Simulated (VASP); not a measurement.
# Na (Im-3m) in VASP: a series of runs

The runs below take Na through single point, with PBEsol.

Everything below comes from runs of VASP 6.6.1. Logs are shortened: lines on timing, memory, paths and dates and some standing lists are left out, and cuts for length are marked.

## (1) The cell of the first run

It takes space group Im-3m (No. 229, cubic). The conventional cell has a = 4.137 Å, b = 4.137 Å, c = 4.137 Å, α = 90.00°, β = 90.00°, γ = 90.00°. Within 4.7 Å of Na (site symmetry m-3m) lie 14 Na at 3.58 to 4.14 Å.

## (2) Single point, PBEsol (volume scaled by 0.95)

Contents of INCAR:

```
SYSTEM = Na
ALGO = Normal ; EDIFF = 1E-6
ENCUT = 500 ; GGA = PS
GGA_COMPAT = .FALSE. ; ISIF = 2
ISMEAR = -1 ; LASPH = .TRUE.
LCHARG = .TRUE. ; LELF = .TRUE.
LREAL = .FALSE. ; LVHAR = .TRUE.
LWAVE = .FALSE. ; NBANDS = 10
NELM = 120 ; PREC = Accurate
SIGMA = 0.05
```

Contents of KPOINTS:

```
k-points
0
G
  12 12 12
  0 0 0
```

Contents of POSCAR:

```
Na
1.0
   -2.0683584369      2.0683584369      2.0683584369
    2.0683584369     -2.0683584369      2.0683584369
    2.0683584369      2.0683584369     -2.0683584369
Na
1
Direct
    0.0000000000      0.0000000000      0.0000000000
```

Potentials or basis: VASP PAW PBE potentials, release 64 (Na_pv).

On the command line:

```
> cat potpaw_PBE.64/Na_pv/POTCAR > POTCAR
> mpirun -np 1 vasp_std > vasp.out
```

OUTCAR:

```text
SYSTEM = Na
   EDIFF = 1E-6
   ENCUT = 500
   GGA = PS
   ISIF = 2
   ISMEAR = -1
   LASPH = .TRUE.
   LREAL = .FALSE.
   NELM = 120
   PREC = Accurate

 ion  position               nearest neighbor table
   1  0.000  0.000  0.000-

  LATTYP: Found a body centered cubic cell.
 ALAT       =     4.1367168738

  Lattice vectors:

 A1 = (  -2.0683584369,   2.0683584369,   2.0683584369)
 A2 = (   2.0683584369,  -2.0683584369,   2.0683584369)
 A3 = (   2.0683584369,   2.0683584369,  -2.0683584369)

Analysis of symmetry for initial positions (statically):
=====================================================================
 Subroutine PRICEL returns:
 Original cell was already a primitive cell.

 Routine SETGRP: Setting up the symmetry group for a
 body centered cubic supercell.

 Subroutine GETGRP returns: Found 48 space group operations
 (whereof 48 operations were pure point group operations)
 out of a pool of 48 trial point group operations.

The static configuration has the point symmetry O_h .

Analysis of symmetry for dynamics (positions and initial velocities):
=====================================================================
 Subroutine PRICEL returns:
 Original cell was already a primitive cell.

 Routine SETGRP: Setting up the symmetry group for a
 body centered cubic supercell.

 Subroutine GETGRP returns: Found 48 space group operations
 (whereof 48 operations were pure point group operations)
 out of a pool of 48 trial point group operations.

The dynamic configuration has the point symmetry O_h .

 Subroutine INISYM returns: Found 48 space group operations
 (whereof 48 operations are pure point group operations),
 and found     1 'primitive' translations

----------------------------------------------------------------------------------------

                                     Primitive cell

  volume of cell :      35.3946

  direct lattice vectors                    reciprocal lattice vectors
    -2.068358437  2.068358437  2.068358437     0.000000000  0.241737598  0.241737598
     2.068358437 -2.068358437  2.068358437     0.241737598  0.000000000  0.241737598
     2.068358437  2.068358437 -2.068358437     0.241737598  0.241737598  0.000000000

  length of vectors
     3.582501901  3.582501901  3.582501901     0.341868589  0.341868589  0.341868589

  position of ions in fractional coordinates (direct lattice)
     0.000000000  0.000000000  0.000000000
[... 79 lines left out ...]
   NSW    =      0    number of steps for IOM
   IBRION =     -1    ionic relax: 0-MD 1-quasi-New 2-CG
   NFREE  =      0    steps in history (QN), initial steepest desc. (CG)
   ISIF   =      2    stress and relaxation
   ISYM   =      2    0-nonsym 1-usesym 2-fastsym
   POTIM  = 0.5000    time-step for ionic-motion
   TEBEG  =    0.0;   TEEND  =   0.0 temperature during run
   PSTRESS=    0.0 pullay stress
   NELECT =       7.0000    total number of electrons
   NUPDOWN=      -1.0000    fix difference up-down
   EMIN   =  10.00;   EMAX   =-10.00  energy-range for DOS
   EFERMI =   0.00;   METHOD = LEGACY
   ISMEAR =    -1;   SIGMA  =   0.05  broadening in eV -4-tet -1-fermi 0-gaus
   EFERMI_NEDOS =   21; number of points for ismear=-14 and -15
   IALGO  =     38    algorithm
   IMIX   =      4    mixing-type and parameters
     AMIX     =   0.40;   BMIX     =  1.00
     AMIX_MAG =   1.60;   BMIX_MAG =  1.00
  volume/ion in A,a.u.               =      35.39       238.85
  Fermi-wavevector in a.u.,A,eV,Ry     =   0.953810  1.802439 12.377939  0.909753
  Thomas-Fermi vector in A             =   2.082499
   LORBIT       =      0    0 simple, 1 ext, 2 COOP (PROOUT), +10 PAW based schemes
   GGA     = PS    functional components
   LHFCALC =     F    Hartree Fock is set to
   AEXX    =    0.0000 exact exchange contribution
   IVDW    =     0    specifies the selected vdW correction
   LEPSILON=     F    determine dielectric tensor
   LRPA    =     F    only Hartree local field effects (RPA)
 non-spin polarized calculation
  energy-cutoff  :      500.00
  volume of cell :       35.39
 maximum number of plane-waves:       935
 NGX is ok and might be reduce to    28
   NGX = 13   NGY = 13   NGZ = 13

 number of electron       6.9999987 magnetization

 Free energy of the ion-electron system (eV)
  ---------------------------------------------------
  ext. energy  EPLUGINS =         0.00000000
  ---------------------------------------------------
  free energy    TOTEN  =        -1.39882949 eV

  energy without entropy =       -1.39355237  energy(sigma->0) =       -1.39619093

 E-fermi :   0.4017     XC(G=0):  -6.6246

 val. band max:        0.3649748377   @ k =  -0.3333   0.4167   0.1667
 cond. band min:       0.4792853698   @ k =   0.3333   0.1667   0.0000
 fundamental gap:      0.1143105321
 Fermi energy:         0.4017497905

 k-point     1 :       0.0000    0.0000    0.0000
  band No.  band energies     occupation
      1     -24.3099      2.00000
      2     -24.3099      2.00000
      3     -24.3099      2.00000
      4      -2.9373      2.00000
      5      12.4752      0.00000
      6      12.4752      0.00000
      7      12.4752      0.00000
      8      13.5082      0.00000
      9      13.5082      0.00000
     10      14.0703      0.00000
[... 287 lines left out ...]
 k-point    24 :       0.4167    0.0833    0.0833
  band No.  band energies     occupation
      1     -24.3494      2.00000
      2     -24.3258      2.00000
      3     -24.3125      2.00000
      4       1.4216      0.00000
      5       1.9531      0.00000
      6       6.8108      0.00000
      7       8.0493      0.00000
      8      12.4699      0.00000
      9      13.3470      0.00000
     10      17.2660      0.00000

 [... further k-points ...]

------------------------ aborting loop because EDIFF is reached ----------------------------------------

  FORCE on cell =-STRESS in cart. coord.  units (eV):
  Direction    XX          YY          ZZ          XY          YZ          ZX
  --------------------------------------------------------------------------------------
  -------------------------------------------------------------------------------------
  Total        0.0379891      0.0379891      0.0379891     -0.0000000      0.0000000      0.0000000
  in kB        1.7196198      1.7196198      1.7196198     -0.0000000      0.0000000      0.0000000
  external PRESSURE =       1.7196198 kB  Pullay stress =       0.0000000 kB

 VOLUME and BASIS-vectors are now :
 -----------------------------------------------------------------------------
  energy-cutoff  :      500.00
  volume of cell :       35.39
      direct lattice vectors                 reciprocal lattice vectors
    -2.068358437  2.068358437  2.068358437     0.000000000  0.241737598  0.241737598
     2.068358437 -2.068358437  2.068358437     0.241737598  0.000000000  0.241737598
     2.068358437  2.068358437 -2.068358437     0.241737598  0.241737598  0.000000000

 POSITION                                       TOTAL-FORCE (eV/Angst)
 -----------------------------------------------------------------------------------
      0.00000      0.00000      0.00000         0.000000      0.000000      0.000000
 -----------------------------------------------------------------------------------
    total drift:                                0.000000     -0.000000      0.000000

  FREE ENERGIE OF THE ION-ELECTRON SYSTEM (eV)
  ---------------------------------------------------
  free  energy   TOTEN  =        -1.3988294947 eV

  energy  without entropy=       -1.3935523719  energy(sigma->0) =       -1.39619093
```

stdout:

```text
POSCAR found type information on POSCAR Na
 POSCAR found :  1 types and       1 ions
 scaLAPACK will be used
 -----------------------------------------------------------------------------
|                                                                             |
|                                                                             |
|     You enforced a specific xc type in the INCAR file but a different       |
|     I HOPE YOU KNOW WHAT YOU ARE DOING!                                     |
|                                                                             |
 -----------------------------------------------------------------------------

 LDA part: xc-table for (Slater+PW92), standard interpolation
 POSCAR, INCAR and KPOINTS ok, starting setup
 FFT: planning ... GRIDC
 FFT: planning ... GRID_SOFT
 FFT: planning ... GRID
 WAVECAR not read
 entering main loop
```

Wall time 24 s (1 thread of AMD EPYC 7R43 (Zen 3), shared host); peak memory 0.12 GiB.

What came out:

- Free energy: -1.3988 eV
- Pressure: 0.2 GPa

Levels at points of the mesh, in eV from the Fermi level:
```csv
k point,band 1,band 2,band 3,band 4,band 5,band 6,band 7
"(0.00, 0.00, 0.00)",-24.71,-24.71,-24.71,-3.34,12.07,12.07,12.07
"(0.50, 0.00, 0.00)",-24.75,-24.73,-24.71,0.80,1.31,8.43,9.51
"(0.50, 0.50, 0.50)",-24.74,-24.74,-24.74,4.63,4.63,5.09,5.09
```

Caveat: the cell differs from its parent crystal (volume scaled by 0.95); the PAW data sets were made with another functional, which shifts forces and pressure a little.

## (3) Single point, PBEsol (volume scaled by 0.975)

Contents of INCAR:

```
SYSTEM = Na
PREC     = Accurate       ! precision mode
ENCUT    = 500            ! plane-wave cutoff, eV
EDIFF    = 1E-6           ! SCF threshold, eV
ISMEAR   = -1             ! smearing method
SIGMA    = 0.05           ! smearing width, eV
LREAL    = .False.        ! projectors in reciprocal space
LASPH    = .True.         ! aspherical terms in the spheres
NELM     = 120            ! most SCF steps
ALGO     = Normal         ! electronic algorithm
ISIF     = 2              ! what is computed and relaxed
LWAVE    = .False.        ! write WAVECAR
LCHARG   = .False.        ! write CHGCAR
GGA      = PS             ! functional
NBANDS   = 10             ! bands
GGA_COMPAT= .False.
```

Contents of KPOINTS:

```
Automatic mesh
0
Gamma
  12 12 12
  0 0 0
```

Contents of POSCAR:

```
Na
1.0
   -2.0863450653      2.0863450653      2.0863450653
    2.0863450653     -2.0863450653      2.0863450653
    2.0863450653      2.0863450653     -2.0863450653
Na
1
Direct
    0.0000000000      0.0000000000      0.0000000000
```

Potentials or basis: VASP PAW PBE potentials, release 64 (Na_pv).

On the command line:

```
> cat potpaw_PBE.64/Na_pv/POTCAR > POTCAR
> mpirun -np 1 vasp_std > vasp.out
```

OUTCAR:

```text
SYSTEM = Na
   PREC = Accurate
   ENCUT = 500
   EDIFF = 1E-6
   ISMEAR = -1
   LREAL = .False.
   LASPH = .True.
   NELM = 120
   ISIF = 2
   GGA = PS

 ion  position               nearest neighbor table
   1  0.000  0.000  0.000-

  LATTYP: Found a body centered cubic cell.
 ALAT       =     4.1726901306

  Lattice vectors:

 A1 = (  -2.0863450653,   2.0863450653,   2.0863450653)
 A2 = (   2.0863450653,  -2.0863450653,   2.0863450653)
 A3 = (   2.0863450653,   2.0863450653,  -2.0863450653)

Analysis of symmetry for initial positions (statically):
[... 481 lines left out ...]
      3     -24.4081      2.00000
      4       1.3353      0.00000
      5       1.8454      0.00000
      6       6.6469      0.00000
      7       7.8174      0.00000
      8      12.2101      0.00000
      9      13.0484      0.00000
     10      16.9383      0.00000

 [... further k-points ...]
[... 5 lines left out ...]
  --------------------------------------------------------------------------------------
  -------------------------------------------------------------------------------------
  Total       -0.0085360     -0.0085360     -0.0085360     -0.0000000     -0.0000000      0.0000000
  in kB       -0.3764841     -0.3764841     -0.3764841     -0.0000000     -0.0000000      0.0000000
  external PRESSURE =      -0.3764841 kB  Pullay stress =       0.0000000 kB

 VOLUME and BASIS-vectors are now :
 -----------------------------------------------------------------------------
  energy-cutoff  :      500.00
  volume of cell :       36.33
      direct lattice vectors                 reciprocal lattice vectors
    -2.086345065  2.086345065  2.086345065     0.000000000  0.239653549  0.239653549
     2.086345065 -2.086345065  2.086345065     0.239653549  0.000000000  0.239653549
     2.086345065  2.086345065 -2.086345065     0.239653549  0.239653549  0.000000000

 POSITION                                       TOTAL-FORCE (eV/Angst)
 -----------------------------------------------------------------------------------
      0.00000      0.00000      0.00000         0.000000     -0.000000      0.000000
 -----------------------------------------------------------------------------------
    total drift:                                0.000000     -0.000000      0.000000

  FREE ENERGIE OF THE ION-ELECTRON SYSTEM (eV)
  ---------------------------------------------------
  free  energy   TOTEN  =        -1.3994834914 eV

  energy  without entropy=       -1.3941584887  energy(sigma->0) =       -1.39682099
```

OSZICAR:

```text
N       E                     dE             d eps       ncg     rms          rms(c)
DAV:   1     0.282750377989E+02    0.28275E+02   -0.36126E+03  1446   0.556E+02
DAV:   2    -0.757908256857E+00   -0.29033E+02   -0.28901E+02  1480   0.151E+02
DAV:   3    -0.139643056941E+01   -0.63852E+00   -0.63799E+00  1750   0.242E+01
DAV:   4    -0.140166884813E+01   -0.52383E-02   -0.52380E-02  1720   0.218E+00
DAV:   5    -0.140173935001E+01   -0.70502E-04   -0.70501E-04  1692   0.249E-01    0.238E-01
DAV:   6    -0.140002677963E+01    0.17126E-02   -0.28120E-03  1676   0.773E-01    0.144E-01
DAV:   7    -0.139953619496E+01    0.49058E-03   -0.24865E-03  1638   0.650E-01    0.455E-02
DAV:   8    -0.139948326337E+01    0.52932E-04   -0.19665E-04  1638   0.243E-01    0.200E-03
DAV:   9    -0.139948349137E+01   -0.22800E-06   -0.71046E-07  1092   0.945E-03
   1 F= -.13994835E+01 E0= -.13968210E+01  d E =-.532500E-02
```

It took 19 s on 1 thread of AMD EPYC 7R43 (Zen 3), shared host; peak memory 0.12 GiB.

Results:

```yaml
Free_energy: -1.3995 eV
Pressure: 0.0 GPa
```

Levels at points of the mesh, in eV from the Fermi level:
```tsv
k point	band 1	band 2	band 3	band 4	band 5	band 6	band 7	band 8
(0.00, 0.00, 0.00)	-24.73	-24.73	-24.73	-3.28	11.90	11.90	11.90	12.92
(0.50, 0.00, 0.00)	-24.77	-24.74	-24.73	0.79	1.29	8.32	9.33	9.41
(0.50, 0.50, 0.50)	-24.76	-24.76	-24.76	4.59	4.59	4.99	4.99	4.99
```

Caveat: the cell differs from its parent crystal (volume scaled by 0.975); the PAW data sets were made with another functional, which shifts forces and pressure a little.

## (4) Single point, PBEsol

This run uses another cell than the first one, of 37.26 Å³/atom, 1.053 times its volume.

Contents of INCAR:

```
SYSTEM = Na
PREC = Accurate
ENCUT = 500
EDIFF = 1E-6
ISMEAR = -1
SIGMA = 0.05
LREAL = .False.
LASPH = .True.
NELM = 120
ALGO = Normal
ISIF = 2
LWAVE = .False.
LCHARG = .False.
GGA = PS
NBANDS = 10
GGA_COMPAT = .False.
```

Contents of KPOINTS:

```
regular mesh
0
Gamma
  12 12 12
  0 0 0
```

Contents of POSCAR:

```
Na
1.0
   -2.1040267987      2.1040267987      2.1040267987
    2.1040267987     -2.1040267987      2.1040267987
    2.1040267987      2.1040267987     -2.1040267987
Na
1
Direct
    0.0000000000      0.0000000000      0.0000000000
```

On the command line:

```
> cat potpaw_PBE.64/Na_pv/POTCAR > POTCAR
> mpirun -np 1 vasp_std > vasp.out
```

It took 22 s on 1 thread of AMD EPYC 7R43 (Zen 3), shared host; peak memory 0.12 GiB.

It converged, with:

```yaml
Free_energy: -1.3990 eV
Pressure: -0.2 GPa
```

Levels at points of the mesh, in eV from the Fermi level:
```csv
k point,band 1,band 2,band 3,band 4,band 5,band 6,band 7,band 8
"(0.00, 0.00, 0.00)",-24.75,-24.75,-24.75,-3.23,11.74,11.74,11.74,12.74
"(0.50, 0.00, 0.00)",-24.79,-24.76,-24.75,0.78,1.26,8.22,9.16,9.27
"(0.50, 0.50, 0.50)",-24.78,-24.78,-24.78,4.54,4.54,4.91,4.91,4.91
```

Caveat: the PAW data sets were made with another functional, which shifts forces and pressure a little.

## (5) Single point, PBEsol (volume scaled by 1.025)

INCAR: that of step 4 with these lines changed.

```diff
@@ -12,4 +12,6 @@
 LWAVE = .False.
-LCHARG = .False.
+LCHARG = .True.
 GGA = PS
+LELF = .True.
+LVHAR = .True.
 NBANDS = 10
```

KPOINTS is that of step 4.

Contents of POSCAR:

```
Na
1.0
   -2.1214162385      2.1214162385      2.1214162385
    2.1214162385     -2.1214162385      2.1214162385
    2.1214162385      2.1214162385     -2.1214162385
Na
1
Direct
    0.0000000000      0.0000000000      0.0000000000
```

On the command line:

```
> cat potpaw_PBE.64/Na_pv/POTCAR > POTCAR
> mpirun -np 1 vasp_std > vasp.out
```

It took 20 s on 1 thread of AMD EPYC 7R43 (Zen 3), shared host; peak memory 0.13 GiB.

The run converged. Its results:

* Free energy: -1.3974 eV
* Pressure: -0.4 GPa

Levels at points of the mesh, in eV from the Fermi level:
```tsv
k point	band 1	band 2	band 3	band 4	band 5	band 6	band 7	band 8
(0.00, 0.00, 0.00)	-24.77	-24.77	-24.77	-3.18	11.58	11.58	11.58	12.56
(0.50, 0.00, 0.00)	-24.81	-24.78	-24.77	0.78	1.23	8.11	8.99	9.12
(0.50, 0.50, 0.50)	-24.80	-24.80	-24.80	4.50	4.50	4.82	4.82	4.82
```

Caveat: the cell differs from its parent crystal (volume scaled by 1.025); the PAW data sets were made with another functional, which shifts forces and pressure a little.

## (6) The runs side by side

| cell | gap on the mesh (eV) | pressure (GPa) |
| --- | --- | --- |
| a = 3.583 Å, angles 109.5°, 1 atom | none | 0.2 |
| a = 3.614 Å, angles 109.5°, 1 atom | none | 0.0 |
| a = 3.644 Å, angles 109.5°, 1 atom | none | -0.2 |
| a = 3.674 Å, angles 109.5°, 1 atom | none | -0.4 |

Alike in all rows: task single point; level PBEsol; potentials or basis VASP PAW PBE potentials, release 64 (Na_pv); no spin polarisation; k mesh 12 × 12 × 12; cutoff (eV) 500; smearing fermi-dirac 0.05 eV.

Caveats: the PAW data sets were made with another functional, which shifts forces and pressure a little.

Absolute energies hang on the potentials; compare differences alone.
